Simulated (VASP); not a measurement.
# Li16H16O (a cell with a defect) in VASP: single point with PBE

Aim: the single point of Li16H16O (a cell with a defect) with PBE.

All numbers are computed with VASP 6.6.1; they aren't measurements. Logs are shortened: lines on timing, memory, paths and dates and some standing lists are left out, and cuts for length are marked.

## (1) The cell of the first run

The cell holds a defect, 33 atoms: a = 6.941 Å, b = 6.941 Å, c = 6.941 Å, α = 109.47°, β = 109.47°, γ = 109.47°.

## (2) Single point, PBE

File INCAR:

```
SYSTEM = Li16H16O
  ALGO = Normal
  EDIFF = 1E-7
  ENCUT = 520
  GGA = PE
  ISIF = 2
  ISMEAR = 0
  LASPH = .TRUE.
  LCHARG = .FALSE.
  LREAL = Auto
  LWAVE = .FALSE.
  NBANDS = 57
  NELM = 80
  PREC = Accurate
  SIGMA = 0.02
```

File KPOINTS:

```
Automatic mesh
0
Gamma
  2 2 2
  0.5 0.5 0.5
```

File POSCAR:

```
Li16H16O
1.0
   -4.0071000518     -4.0071000518      4.0071000518
   -4.0071000518      4.0071000518     -4.0071000518
    4.0071000518     -4.0071000518     -4.0071000518
Li H O
16 16 1
Direct
    0.7678017669      0.0020008235      0.2559544276
    1.0000009853      0.7157547760      0.2842464589
    0.2526449270      0.4993503966      0.2532942744
    0.7473584291      0.2467052200      0.0006512191
    0.5126650130      0.2558786870      0.2567890711
    1.0000009853      1.0302912197      0.9697097526
    0.2322054573      0.7440434383     -0.0020029447
    0.7677987722      0.5118397279      0.7657918346
    0.4873337263      0.4901698172     -0.0028393351
    0.9999996127      0.2534432599      0.7465563528
    0.2526438040     -0.0006500961      0.7532958900
    0.7473573061      0.7467068357      0.5006507135
    0.4873360971      0.7432119142      0.7441214248
    0.9999996127      0.4926083638      0.5073912490
    0.2322084520      0.2342175109      0.4881696176
    0.5126672590      0.0028403334      0.5098301698
    0.5000007422      0.7495918398      0.2504091455
    0.7394285048      0.4922508733      0.2471803766
    0.0000052407      0.2751683227      0.2588909652
    0.5000007422     -0.0035417134      0.0035427116
    0.2448684803     -0.0045343265      0.2494220227
    0.7551056776      0.7505651122      0.0045213495
   -0.0000009982      0.4709000214     -0.0049416036
    0.5000007422      0.2495900993      0.7504106364
    0.2605768477      0.2538119804      0.0067646177
    0.7394252606     -0.0067631204      0.7461883810
   -0.0000011230      0.7411111431      0.7248336609
    0.5000007422      0.4964612748      0.5035394609
    0.2471312139      0.4965937896      0.7505414043
    0.7528682741      0.2494583332      0.5034059479
    0.0000051159      0.0049434753      0.5291019622
    0.2605736035      0.7528212326      0.5077496129
    0.9999892561      0.8729934254      1.1269958178
```

Potentials or basis: VASP PAW PBE potentials, release 64 (Li_sv, H, O).

On the command line:

```
$ cat potpaw_PBE.64/Li_sv/POTCAR potpaw_PBE.64/H/POTCAR potpaw_PBE.64/O/POTCAR > POTCAR
$ mpirun -np 1 vasp_std > vasp.out
```

OUTCAR:

```text
SYSTEM = Li16H16O
   EDIFF = 1E-7
   ENCUT = 520
   GGA = PE
   ISIF = 2
   ISMEAR = 0
   LASPH = .TRUE.
   LREAL = Auto
   NELM = 80
   PREC = Accurate

 ion  position               nearest neighbor table
   1  0.768  0.002  0.256-
   2  0.000  0.716  0.284-  33 1.78  14 2.53
   3  0.253  0.499  0.253-
   4  0.747  0.247  0.001-
   5  0.513  0.256  0.257-
   6  0.000  0.030  0.970-  33 1.78  10 2.53
   7  0.232  0.744  0.998-
   8  0.768  0.512  0.766-
   9  0.487  0.490  0.997-
  10  1.000  0.253  0.747-   6 2.53
  11  0.253  0.999  0.753-
  12  0.747  0.747  0.501-
  13  0.487  0.743  0.744-
  14  1.000  0.493  0.507-   2 2.53
  15  0.232  0.234  0.488-
  16  0.513  0.003  0.510-
  17  0.500  0.750  0.250-
  18  0.739  0.492  0.247-
  19  0.000  0.275  0.259-
  20  0.500  0.996  0.004-
  21  0.245  0.995  0.249-  33 1.39
  22  0.755  0.751  0.005-  33 1.39
  23  1.000  0.471  0.995-
  24  0.500  0.250  0.750-
  25  0.261  0.254  0.007-
  26  0.739  0.993  0.746-
  27  1.000  0.741  0.725-
  28  0.500  0.496  0.504-
  29  0.247  0.497  0.751-
  30  0.753  0.249  0.503-
  31  0.000  0.005  0.529-
  32  0.261  0.753  0.508-
  33  1.000  0.873  0.127-  21 1.39  22 1.39   2 1.78   6 1.78

  LATTYP: Found a body centered cubic cell.
 ALAT       =     8.0142001036

  Lattice vectors:

 A1 = (  -4.0071000518,  -4.0071000518,   4.0071000518)
 A2 = (  -4.0071000518,   4.0071000518,  -4.0071000518)
 A3 = (   4.0071000518,  -4.0071000518,  -4.0071000518)

Analysis of symmetry for initial positions (statically):
=====================================================================
 Subroutine PRICEL returns:
 Original cell was already a primitive cell.

 Routine SETGRP: Setting up the symmetry group for a
 body centered cubic supercell.

 Subroutine GETGRP returns: Found  1 space group operations
 (whereof  1 operations were pure point group operations)
 out of a pool of 48 trial point group operations.

The static configuration has the point symmetry C_1 .

Analysis of symmetry for dynamics (positions and initial velocities):
=====================================================================
 Subroutine PRICEL returns:
 Original cell was already a primitive cell.

 Routine SETGRP: Setting up the symmetry group for a
 body centered cubic supercell.

 Subroutine GETGRP returns: Found  1 space group operations
 (whereof  1 operations were pure point group operations)
 out of a pool of 48 trial point group operations.

The dynamic configuration has the point symmetry C_1 .

 Subroutine INISYM returns: Found  1 space group operations
 (whereof  1 operations are pure point group operations),
 and found     1 'primitive' translations

----------------------------------------------------------------------------------------

                                     Primitive cell

  volume of cell :     257.3656

  direct lattice vectors                    reciprocal lattice vectors
    -4.007100052 -4.007100052  4.007100052    -0.124778517 -0.124778517  0.000000000
    -4.007100052  4.007100052 -4.007100052    -0.124778517  0.000000000 -0.124778517
     4.007100052 -4.007100052 -4.007100052     0.000000000 -0.124778517 -0.124778517

  length of vectors
     6.940500881  6.940500881  6.940500881     0.176463470  0.176463470  0.176463470

  position of ions in fractional coordinates (direct lattice)
     0.767801767  0.002000823  0.255954428
     0.000000985  0.715754776  0.284246459
     0.252644927  0.499350397  0.253294274
     0.747358429  0.246705220  0.000651219
     0.512665013  0.255878687  0.256789071
     0.000000985  0.030291220  0.969709753
[... 25 lines left out ...]
     0.260573603  0.752821233  0.507749613
     0.999989256  0.872993425  0.126995818

  ion indices of the primitive-cell ions
   primitive index   ion index
                 1           1
                 2           2
                 3           3
                 4           4
                 5           5
                 6           6
[... 25 lines left out ...]
                32          32
                33          33

----------------------------------------------------------------------------------------

 KPOINTS: Automatic mesh

Automatic generation of k-mesh.
 Grid dimensions read from file:
 generate k-points for:    2    2    2

 Generating k-lattice:

  Cartesian coordinates                     Fractional coordinates (reciprocal lattice)
    -0.062389258 -0.062389258  0.000000000     0.500000000  0.000000000  0.000000000
    -0.062389258  0.000000000 -0.062389258     0.000000000  0.500000000  0.000000000
     0.000000000 -0.062389258 -0.062389258     0.000000000  0.000000000  0.500000000

  Length of vectors
     0.088231735  0.088231735  0.088231735

  Shift w.r.t. Gamma in fractional coordinates (k-lattice)
     0.500000000  0.500000000  0.500000000

 Subroutine IBZKPT returns following result:
 ===========================================

 Found      4 irreducible k-points:

 Following reciprocal coordinates:
            Coordinates               Weight
  0.250000  0.250000  0.250000      2.000000
 -0.250000  0.250000  0.250000      2.000000
  0.250000 -0.250000  0.250000      2.000000
  0.250000  0.250000 -0.250000      2.000000
   k-points           NKPTS =      4   k-points in BZ     NKDIM =      4   number of bands    NBANDS=     57
   number of dos      NEDOS =    301   number of ions     NIONS =     33
   total plane-waves  NPLWV = 157464
   dimension x,y,z NGX =    54 NGY =   54 NGZ =   54
   dimension x,y,z NGXF=   108 NGYF=  108 NGZF=  108
   ions per type =              16  16   1
   NGX,Y,Z   is equivalent  to a cutoff of  12.93, 12.93, 12.93 a.u.
   NGXF,Y,Z  is equivalent  to a cutoff of  25.87, 25.87, 25.87 a.u.
 SYSTEM =  Li16H16O
   PREC   = accura    normal or accurate (medium, high low for compatibility)
   ISTART =      0    job   : 0-new  1-cont  2-samecut
   ICHARG =      2    charge: 1-file 2-atom 10-const
   ISPIN  =      1    spin polarized calculation?
   LNONCOLLINEAR =      F non collinear calculations
   LSORBIT =      F    spin-orbit coupling
   LASPH  =      T    aspherical Exc in radial PAW
   ENCUT  =  520.0 eV  38.22 Ry    6.18 a.u.  12.90 12.90 12.90*2*pi/ulx,y,z
   NELM   =     80;   NELMIN=  2; NELMDL= -5     # of ELM steps
   EDIFF  = 0.1E-06   stopping-criterion for ELM
   LREAL  =      T    real-space projection
   EDIFFG = 0.1E-05   stopping-criterion for IOM
   NSW    =      0    number of steps for IOM
   IBRION =     -1    ionic relax: 0-MD 1-quasi-New 2-CG
   NFREE  =      0    steps in history (QN), initial steepest desc. (CG)
   ISIF   =      2    stress and relaxation
   ISYM   =      2    0-nonsym 1-usesym 2-fastsym
   POTIM  = 0.5000    time-step for ionic-motion
   TEBEG  =    0.0;   TEEND  =   0.0 temperature during run
   PSTRESS=    0.0 pullay stress
   NELECT =      70.0000    total number of electrons
   NUPDOWN=      -1.0000    fix difference up-down
   EMIN   =  10.00;   EMAX   =-10.00  energy-range for DOS
   EFERMI =   0.00;   METHOD = LEGACY
   ISMEAR =     0;   SIGMA  =   0.02  broadening in eV -4-tet -1-fermi 0-gaus
   EFERMI_NEDOS =   21; number of points for ismear=-14 and -15
   IALGO  =     38    algorithm
   IMIX   =      4    mixing-type and parameters
     AMIX     =   0.40;   BMIX     =  1.00
     AMIX_MAG =   1.60;   BMIX_MAG =  1.00
  volume/ion in A,a.u.               =       7.80        52.63
  Fermi-wavevector in a.u.,A,eV,Ry     =   1.060695  2.004424 15.307569  1.125075
  Thomas-Fermi vector in A             =   2.196085
   LORBIT       =      0    0 simple, 1 ext, 2 COOP (PROOUT), +10 PAW based schemes
   GGA     = PE    functional components
   LHFCALC =     F    Hartree Fock is set to
   AEXX    =    0.0000 exact exchange contribution
   IVDW    =     0    specifies the selected vdW correction
   LEPSILON=     F    determine dielectric tensor
   LRPA    =     F    only Hartree local field effects (RPA)
 non-spin polarized calculation
 Gauss-broadening in eV      SIGMA  =   0.02
  energy-cutoff  :      520.00
  volume of cell :      257.37
 maximum number of plane-waves:      6927
 NGX is ok and might be reduce to    54
   NGX = 25   NGY = 25   NGZ = 25

 number of electron      70.0000002 magnetization

 Free energy of the ion-electron system (eV)
  ---------------------------------------------------
  ext. energy  EPLUGINS =         0.00000000
  ---------------------------------------------------
  free energy    TOTEN  =      -103.00166071 eV

  energy without entropy =     -103.00166071  energy(sigma->0) =     -103.00166071

 E-fermi :   0.6269     XC(G=0):  -8.6821

 val. band max:        0.4667038097   @ k =   0.2500  -0.2500   0.2500
 cond. band min:       2.6965608013   @ k =   0.2500   0.2500   0.2500
 fundamental gap:      2.2298569917
 Fermi energy:         0.6268957450

 k-point     1 :       0.2500    0.2500    0.2500
  band No.  band energies     occupation
      1     -44.0852      2.00000
      2     -44.0812      2.00000
      3     -44.0700      2.00000
      4     -44.0653      2.00000
      5     -43.9749      2.00000
      6     -43.9695      2.00000
[... 39 lines left out ...]
     46       6.5683      0.00000
     47       6.6612      0.00000

 k-point     2 :      -0.2500    0.2500    0.2500
  band No.  band energies     occupation
      1     -44.0856      2.00000
      2     -44.0810      2.00000
      3     -44.0696      2.00000
      4     -44.0656      2.00000
      5     -43.9754      2.00000
      6     -43.9692      2.00000
[... 39 lines left out ...]
     46       6.4440      0.00000
     47       6.7893      0.00000

 k-point     3 :       0.2500   -0.2500    0.2500
  band No.  band energies     occupation
      1     -44.0846      2.00000
      2     -44.0826      2.00000
      3     -44.0678      2.00000
      4     -44.0668      2.00000
      5     -43.9736      2.00000
      6     -43.9727      2.00000
[... 39 lines left out ...]
     46       6.7408      0.00000
     47       6.7798      0.00000

 k-point     4 :       0.2500    0.2500   -0.2500
  band No.  band energies     occupation
      1     -44.0846      2.00000
      2     -44.0826      2.00000
      3     -44.0678      2.00000
      4     -44.0668      2.00000
      5     -43.9736      2.00000
      6     -43.9727      2.00000
[... 39 lines left out ...]
     46       6.7408      0.00000
     47       6.7798      0.00000
 [bands above 47 left out]

------------------------ aborting loop because EDIFF is reached ----------------------------------------

  FORCE on cell =-STRESS in cart. coord.  units (eV):
  Direction    XX          YY          ZZ          XY          YZ          ZX
  --------------------------------------------------------------------------------------
  -------------------------------------------------------------------------------------
  Total        3.0329106      3.0329312      3.0635020     -2.7581516     -0.0001095     -0.0001136
  in kB       18.8807674     18.8808957     19.0712082    -17.1703110     -0.0006818     -0.0007071
  external PRESSURE =      18.9442904 kB  Pullay stress =       0.0000000 kB

 VOLUME and BASIS-vectors are now :
 -----------------------------------------------------------------------------
  energy-cutoff  :      520.00
  volume of cell :      257.37
      direct lattice vectors                 reciprocal lattice vectors
    -4.007100052 -4.007100052  4.007100052    -0.124778517 -0.124778517  0.000000000
    -4.007100052  4.007100052 -4.007100052    -0.124778517  0.000000000 -0.124778517
     4.007100052 -4.007100052 -4.007100052     0.000000000 -0.124778517 -0.124778517

 POSITION                                       TOTAL-FORCE (eV/Angst)
 -----------------------------------------------------------------------------------
     -2.05904     -4.09428      2.04301        -0.000118      0.000312      0.000782
     -1.72910      1.72909     -4.00710         0.028085     -0.028092      0.000000
     -1.99835     -0.02640     -2.00355         0.001104     -0.000335     -0.000069
     -3.98070     -2.00878      2.00356         0.000347     -0.001087     -0.000097
     -2.05065     -2.05795     -0.00001        -0.003899     -0.001876      0.000005
      3.76434     -3.76435     -4.00710        -0.024261      0.024254      0.000000
[... 25 lines left out ...]
     -2.02617     -0.06212     -4.00709        -0.001638     -0.003842     -0.000032
     -6.99634     -1.01777      0.00000        -0.001770      0.001678      0.000000
 -----------------------------------------------------------------------------------
    total drift:                                0.014941     -0.015165      0.000009

  FREE ENERGIE OF THE ION-ELECTRON SYSTEM (eV)
  ---------------------------------------------------
  free  energy   TOTEN  =      -103.0016607108 eV

  energy  without entropy=     -103.0016607108  energy(sigma->0) =     -103.00166071
```

Wall time 5.6 min (1 thread of Intel Xeon 8259CL, shared host); peak memory 0.38 GiB.

What came out:

```yaml
Free_energy: -103.0017 eV
Largest_force: 0.040 eV/Å
Band_gap_on_the_k_mesh: 2.23 eV
```

Forces on the atoms (eV/Å):
```
Li   0.000  0.000  0.001
Li   0.028 -0.028  0.000
Li   0.001  0.000  0.000
Li   0.000 -0.001  0.000
Li  -0.004 -0.002  0.000
Li  -0.024  0.024  0.000
Li   0.000  0.000 -0.001
Li   0.000  0.000 -0.001
Li  -0.001 -0.001  0.000
Li   0.000  0.000  0.000
Li   0.001  0.000  0.000
Li   0.000 -0.001  0.000
Li   0.002  0.004  0.000
Li   0.002 -0.002  0.000
Li   0.000  0.000  0.001
Li   0.001  0.001  0.000
H   -0.001  0.001  0.000
H    0.004  0.002  0.000
H   -0.001  0.001  0.001
H    0.000  0.000  0.000
H   -0.003 -0.003  0.000
H    0.003  0.003  0.000
H    0.000  0.000  0.000
H   -0.001  0.001  0.000
H   -0.004 -0.001  0.000
H    0.001  0.004  0.000
H   -0.001  0.001 -0.001
H    0.000  0.000  0.000
H    0.000  0.001  0.000
H   -0.001  0.000  0.000
H    0.000  0.000  0.000
H   -0.002 -0.004  0.000
O   -0.002  0.002  0.000
```

Caveat: the k points lie up to 0.55 Å⁻¹ apart; the cutoff is under 1.25 times the usual one of these potentials, so pressure, stress and relaxed cells hold a basis-set (Pulay) error.
